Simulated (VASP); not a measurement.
Input of a VASP 6.6.1 run:

INCAR

```
PREC = Accurate ; ENCUT = 520
EDIFF = 1E-6 ; ISMEAR = -1
SIGMA = 0.1 ; LREAL = False
LASPH = True ; NELM = 100
ALGO = Normal ; ISIF = 2
LWAVE = False ; LCHARG = False
NBANDS = 18
```

Contents of KPOINTS:

```
Automatic mesh
0
Gamma
  8 8 8
```

Contents of POSCAR:

```
YHg
1.0
    3.6800000000      0.0000000000      0.0000000000
    0.0000000000      3.6800000000      0.0000000000
    0.0000000000      0.0000000000      3.6800000000
Y Hg
1 1
Direct
    0.5000000000      0.5000000000      0.5000000000
    0.0000000000      0.0000000000      0.0000000000
```

Potentials or basis: VASP PAW LDA potentials, release 64 (Y_sv, Hg).

Launch:

```console
$ cat potpaw_LDA.64/Y_sv/POTCAR potpaw_LDA.64/Hg/POTCAR > POTCAR
$ mpirun -np 1 vasp_std > vasp.out
```

**Question.** What does it give for the pressure?

**Answer.** -3.1 GPa.
